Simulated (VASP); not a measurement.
# MnAl3 (Fm-3m) in VASP: settings compared, part 3 of 3

VASP 6.6.1. Earlier steps stand in the parts before.

## Step 5: Single point, PBEsol, collinear spin, ferromagnetic start

INCAR reads:

```
SYSTEM = MnAl3
  ALGO = Normal
  EDIFF = 1E-6
  ENCUT = 520
  GGA = PS
  ISIF = 2
  ISMEAR = 0
  ISPIN = 2
  LASPH = .TRUE.
  LCHARG = .FALSE.
  LMAXMIX = 4
  LORBIT = 11
  LREAL = .FALSE.
  LWAVE = .FALSE.
  MAGMOM = 0.17 0.17 0.26 3.95
  NBANDS = 23
  NELM = 150
  NUPDOWN = 5.0
  PREC = Accurate
  SIGMA = 0.1
```

KPOINTS reads:

```
k-points
0
G
  12 12 12
  0 0 0
```

POSCAR reads:

```
MnAl3
1.0
    0.0000000000      3.0078250287      3.0078250287
    3.0078250287      0.0000000000      3.0078250287
    3.0078250287      3.0078250287      0.0000000000
Al Mn
3 1
Direct
    0.2500000000      0.2500000000      0.2500000000
    0.7500000000      0.7500000000      0.7500000000
    0.5000000000      0.5000000000      0.5000000000
    0.0000000000      0.0000000000      0.0000000000
```

Potentials or basis: VASP PAW PBE potentials, release 64 (Al, Mn_pv).

On the command line:

```console
$ cat potpaw_PBE.64/Al/POTCAR potpaw_PBE.64/Mn_pv/POTCAR > POTCAR
$ mpirun -np 1 vasp_std > vasp.out
```

OUTCAR:

```text
SYSTEM = MnAl3
   EDIFF = 1E-6
   ENCUT = 520
   GGA = PS
   ISIF = 2
   ISMEAR = 0
   ISPIN = 2
   LASPH = .TRUE.
   LORBIT = 11
   LREAL = .FALSE.
   NELM = 150
   NUPDOWN = 5.0
   PREC = Accurate

 ion  position               nearest neighbor table
   1  0.250  0.250  0.250-   4 2.60   4 2.60   4 2.60   3 2.60   4 2.60   3 2.60   3 2.60   3 2.60
                             2 3.01   2 3.01   2 3.01   2 3.01   2 3.01   2 3.01
   2  0.750  0.750  0.750-   3 2.60   3 2.60   3 2.60   3 2.60   4 2.60   4 2.60   4 2.60   4 2.60
                             1 3.01   1 3.01   1 3.01   1 3.01   1 3.01   1 3.01
   3  0.500  0.500  0.500-   1 2.60   1 2.60   1 2.60   1 2.60   2 2.60   2 2.60   2 2.60   2 2.60
                             4 3.01   4 3.01   4 3.01   4 3.01   4 3.01   4 3.01
   4  0.000  0.000  0.000-   2 2.60   2 2.60   2 2.60   1 2.60   2 2.60   1 2.60   1 2.60   1 2.60
                             3 3.01   3 3.01   3 3.01   3 3.01   3 3.01   3 3.01

  LATTYP: Found a face centered cubic cell.
 ALAT       =     6.0156500574

  Lattice vectors:

 A1 = (   0.0000000000,   3.0078250287,   3.0078250287)
 A2 = (   3.0078250287,   0.0000000000,   3.0078250287)
 A3 = (   3.0078250287,   3.0078250287,   0.0000000000)

Analysis of symmetry for initial positions (statically):
=====================================================================
 Subroutine PRICEL returns:
 Original cell was already a primitive cell.

 Routine SETGRP: Setting up the symmetry group for a
 face centered cubic supercell.

 Subroutine GETGRP returns: Found 48 space group operations
 (whereof 48 operations were pure point group operations)
 out of a pool of 48 trial point group operations.

The static configuration has the point symmetry O_h .

Analysis of symmetry for dynamics (positions and initial velocities):
=====================================================================
 Subroutine PRICEL returns:
 Original cell was already a primitive cell.

 Routine SETGRP: Setting up the symmetry group for a
 face centered cubic supercell.

 Subroutine GETGRP returns: Found 48 space group operations
 (whereof 48 operations were pure point group operations)
 out of a pool of 48 trial point group operations.

The dynamic configuration has the point symmetry O_h .

Analysis of structural, dynamic, and magnetic symmetry:
=====================================================================
 Subroutine PRICEL returns:
 Original cell was already a primitive cell.

 Routine SETGRP: Setting up the symmetry group for a
 face centered cubic supercell.

 Subroutine GETGRP returns: Found 48 space group operations
 (whereof 48 operations were pure point group operations)
 out of a pool of 48 trial point group operations.

The overall configuration has the point symmetry O_h .

 Subroutine INISYM returns: Found 48 space group operations
 (whereof 48 operations are pure point group operations),
 and found     1 'primitive' translations

----------------------------------------------------------------------------------------

                                     Primitive cell

  volume of cell :      54.4237

  direct lattice vectors                    reciprocal lattice vectors
     0.000000000  3.007825029  3.007825029    -0.166233074  0.166233074  0.166233074
     3.007825029  0.000000000  3.007825029     0.166233074 -0.166233074  0.166233074
[... 91 lines left out ...]
   EDIFFG = 0.1E-04   stopping-criterion for IOM
   NSW    =      0    number of steps for IOM
   IBRION =     -1    ionic relax: 0-MD 1-quasi-New 2-CG
   NFREE  =      0    steps in history (QN), initial steepest desc. (CG)
   ISIF   =      2    stress and relaxation
   ISYM   =      2    0-nonsym 1-usesym 2-fastsym
   POTIM  = 0.5000    time-step for ionic-motion
   TEBEG  =    0.0;   TEEND  =   0.0 temperature during run
   PSTRESS=    0.0 pullay stress
   NELECT =      22.0000    total number of electrons
   NUPDOWN=       5.0000    fix difference up-down
   EMIN   =  10.00;   EMAX   =-10.00  energy-range for DOS
   EFERMI =   0.00;   METHOD = LEGACY
   ISMEAR =     0;   SIGMA  =   0.10  broadening in eV -4-tet -1-fermi 0-gaus
   EFERMI_NEDOS =   21; number of points for ismear=-14 and -15
   IALGO  =     38    algorithm
   IMIX   =      4    mixing-type and parameters
     AMIX     =   0.40;   BMIX     =  1.00
     AMIX_MAG =   1.60;   BMIX_MAG =  1.00
  volume/ion in A,a.u.               =      13.61        91.82
  Fermi-wavevector in a.u.,A,eV,Ry     =   1.210468  2.287452 19.935688  1.465232
  Thomas-Fermi vector in A             =   2.346013
   LORBIT       =     11    0 simple, 1 ext, 2 COOP (PROOUT), +10 PAW based schemes
   GGA     = PS    functional components
   LHFCALC =     F    Hartree Fock is set to
   AEXX    =    0.0000 exact exchange contribution
   IVDW    =     0    specifies the selected vdW correction
   LEPSILON=     F    determine dielectric tensor
   LRPA    =     F    only Hartree local field effects (RPA)
 spin polarized calculation
 Gauss-broadening in eV      SIGMA  =   0.10
  energy-cutoff  :      520.00
  volume of cell :       54.42
 maximum number of plane-waves:      1484
   NGX = 15   NGY = 15   NGZ = 15

 number of electron      21.9999990 magnetization       4.9999947

 Free energy of the ion-electron system (eV)
  ---------------------------------------------------
  ext. energy  EPLUGINS =         0.00000000
  ---------------------------------------------------
  free energy    TOTEN  =       -20.14999817 eV

  energy without entropy =      -20.13542615  energy(sigma->0) =      -20.14271216

 E-fermi :   9.0303     XC(G=0): -11.3922

 val. band max:       10.8866690346   @ k =   0.4167   0.1667   0.0833
 cond. band min:       9.0395718302   @ k =  -0.4167   0.1667   0.0000
 fundamental gap:     -1.8470972044
 Fermi energy:        10.8912108872

 spin component 1

 k-point     1 :       0.0000    0.0000    0.0000
  band No.  band energies     occupation
      1     -40.2842      1.00000
      2     -40.2842      1.00000
      3     -40.2842      1.00000
      4      -2.2316      1.00000
      5       5.4428      1.00000
      6       5.4428      1.00000
[... 613 lines left out ...]
     22      20.0071      0.00000
     23      20.9797      0.00000

 [... further k-points ...]

 spin component 2

 k-point     1 :       0.0000    0.0000    0.0000
  band No.  band energies     occupation
      1     -36.5941      1.00000
      2     -36.5941      1.00000
      3     -36.5941      1.00000
      4      -1.6093      1.00000
      5       7.2758      1.00000
      6       7.2758      1.00000
[... 613 lines left out ...]
     22      20.6889      0.00000
     23      21.7213      0.00000

 [... further k-points ...]

------------------------ aborting loop because EDIFF is reached ----------------------------------------

  FORCE on cell =-STRESS in cart. coord.  units (eV):
  Direction    XX          YY          ZZ          XY          YZ          ZX
  --------------------------------------------------------------------------------------
  -------------------------------------------------------------------------------------
  Total        7.0294532      7.0294532      7.0294532     -0.0000000      0.0000000     -0.0000000
  in kB      206.9399910    206.9399910    206.9399910     -0.0000000      0.0000000     -0.0000000
  external PRESSURE =     206.9399910 kB  Pullay stress =       0.0000000 kB

 VOLUME and BASIS-vectors are now :
 -----------------------------------------------------------------------------
  energy-cutoff  :      520.00
  volume of cell :       54.42
      direct lattice vectors                 reciprocal lattice vectors
     0.000000000  3.007825029  3.007825029    -0.166233074  0.166233074  0.166233074
     3.007825029  0.000000000  3.007825029     0.166233074 -0.166233074  0.166233074
     3.007825029  3.007825029  0.000000000     0.166233074  0.166233074 -0.166233074

 POSITION                                       TOTAL-FORCE (eV/Angst)
 -----------------------------------------------------------------------------------
      1.50391      1.50391      1.50391        -0.000000     -0.000000     -0.000000
      4.51174      4.51174      4.51174         0.000000      0.000000      0.000000
      3.00783      3.00783      3.00783         0.000000      0.000000      0.000000
      0.00000      0.00000      0.00000         0.000000      0.000000      0.000000
 -----------------------------------------------------------------------------------
    total drift:                                0.000000     -0.000000      0.000000

  FREE ENERGIE OF THE ION-ELECTRON SYSTEM (eV)
  ---------------------------------------------------
  free  energy   TOTEN  =       -20.1499981718 eV

  energy  without entropy=      -20.1354261496  energy(sigma->0) =      -20.14271216

 total charge

# of ion       s       p       d       tot
------------------------------------------
    1        0.438   0.408   0.000   0.846
    2        0.438   0.408   0.000   0.846
    3        0.443   0.405   0.000   0.848
    4        0.355   6.308   5.055  11.718
--------------------------------------------------
tot          1.675   7.528   5.055  14.258

 magnetization (x)

# of ion       s       p       d       tot
------------------------------------------
    1        0.039   0.032   0.000   0.071
    2        0.039   0.032   0.000   0.071
    3        0.088   0.047   0.000   0.136
    4        0.054   0.131   3.467   3.651
--------------------------------------------------
tot          0.221   0.242   3.467   3.929
```

stdout:

```text
POSCAR found type information on POSCAR AlMn
 POSCAR found :  2 types and       4 ions
 scaLAPACK will be used
 -----------------------------------------------------------------------------
|                                                                             |
|                                                                             |
|     You enforced a specific xc type in the INCAR file but a different       |
|     I HOPE YOU KNOW WHAT YOU ARE DOING!                                     |
|                                                                             |
 -----------------------------------------------------------------------------

 LDA part: xc-table for (Slater+PW92), standard interpolation
 POSCAR, INCAR and KPOINTS ok, starting setup
 FFT: planning ... GRIDC
 FFT: planning ... GRID_SOFT
 FFT: planning ... GRID
 WAVECAR not read
 entering main loop
```

Run time: 2.5 min. Hardware: 1 thread of Intel Xeon Platinum 8259CL at 2.50GHz (Skylake/Cascade Lake), shared host; peak memory 0.29 GiB.

What came out:

| Property | Result |
| --- | --- |
| Free energy | -20.1500 eV |
| Pressure | 20.7 GPa |
| Net moment | 5.00 μB per cell |
| Site moments | Al +0.07, +0.14 (each value once); Mn +3.65 μB |
| Valence electrons inside the program's atomic spheres | Al 0.85; Mn 11.72 |

Caveat: the cell stands under pressure; the PAW data sets were made with another functional, which shifts forces and pressure a little; the total moment is fixed, so each spin has its own Fermi level.

## Step 6: The runs side by side

| level | fixed moment (μB) | gap on the mesh (eV) | pressure (GPa) | moment (μB) |
| --- | --- | --- | --- | --- |
| PBEsol | - | none | 0.1 | 1.38 |
| r2SCAN | - | none | 3.5 | 1.87 |
| PBEsol | 5.0 | - | 20.7 | 5.00 |

Alike in all rows: task single point; potentials or basis VASP PAW PBE potentials, release 64 (Al, Mn_pv); spin collinear, ferromagnetic start; cell as given; k mesh 12 × 12 × 12; cutoff (eV) 520; smearing gaussian 0.1 eV.

The pressure there spans 0.1 GPa (PBEsol) to 20.7 GPa (PBEsol); a positive pressure means that this level wants a larger cell, a negative one a smaller.

Caveats: the PAW data sets were made with another functional, which shifts forces and pressure a little; the cell stands under pressure (at least some runs); the total moment is fixed, so each spin has its own Fermi level (at least some runs).

Total energies depend on the potentials used, so only differences within one code and one set of settings carry meaning.
